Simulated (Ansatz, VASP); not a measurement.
## W: VASP beside Ansatz

```
CELL_PARAMETERS angstrom
4.46094 0.00000 0.00000
-2.23047 3.86329 0.00000
0.00000 0.00000 25.01644
ATOMIC_POSITIONS crystal
W 0.66667 0.33333 0.31058
W 0.33333 0.66667 0.33940
W 0.00000 0.00000 0.36698
W 0.66667 0.33333 0.40981
W 0.33333 0.66667 0.44409
W 0.00000 0.00000 0.48124
W 0.66667 0.33333 0.51876
W 0.33333 0.66667 0.55591
W 0.00000 0.00000 0.59019
W 0.66667 0.33333 0.63302
W 0.33333 0.66667 0.66060
W 0.00000 0.00000 0.68942
```

Alike in both runs: functional PBEsol; k mesh 9 × 9 × 1; occupations gaussian, width 0.1 eV; no spin polarisation.

Ansatz relaxed the structure, and its values are those at the end. VASP's run is a single point on that final structure, the one shown.

|  | VASP | Ansatz |
| --- | --- | --- |
| version | VASP 6.6.1 | Ansatz 0.2.0 |
| potentials or method | VASP PAW PBE potentials, release 64 (W_sv), cutoff 520 eV | scalar-relativistic, plane waves, PAW |
| valence electrons in the cell | 168 | 168 |

|  | VASP | Ansatz | Ansatz less VASP |
| --- | --- | --- | --- |
| gap on the k mesh at the Fermi level (eV) | none | none | - |
| rms of the force components (eV/Å) | 0.025 | 0.001 | -0.0237 |

VASP's potentials were made for PBE, not for PBEsol. A gap of «none» marks a metal or a gap that the smearing closes. Ansatz's warnings: xc potential rough in thin density.

Neither program's run includes spin-orbit coupling.
